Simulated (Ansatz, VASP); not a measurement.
# Two plane-wave programs on ZrC

```
Zr C
1.0
     3.32130    0.00000    0.00000
    -1.66065    2.87633    0.00000
     0.00000    0.00000    5.45694
Zr C
2 2
Direct
  0.33333 0.66667 0.25000
  0.66667 0.33333 0.75000
  0.00000 0.00000 0.00000
  0.00000 0.00000 0.50000
```

Alike in both runs: task single point; functional PBE; k mesh 18 × 18 × 10; occupations gaussian, width 0.15 eV; no spin polarisation.

|  | VASP | Ansatz |
| --- | --- | --- |
| version | VASP 6.6.1 | Ansatz 0.2.0 |
| potentials or method | VASP PAW PBE potentials, release 64 (Zr_sv, C), cutoff 520 eV | scalar-relativistic, plane waves, PAW |
| valence electrons in the cell | 32 | 32 |

Ansatz gave:

```
gap on the k mesh at the Fermi level (eV)                     : none
pressure (GPa)                                                : 0.2
traceless stress, the component that is largest in VASP (GPa) : -5.36
```

Problem. Which values does VASP return?

Solution. gap on the k mesh at the Fermi level (eV): none; pressure (GPa): 0.5; traceless stress, the component that is largest in VASP (GPa): -5.36.

A gap of «none» marks a metal or a gap that the smearing closes. The functional is the same, so the differences come from potentials, cutoffs and numerics.
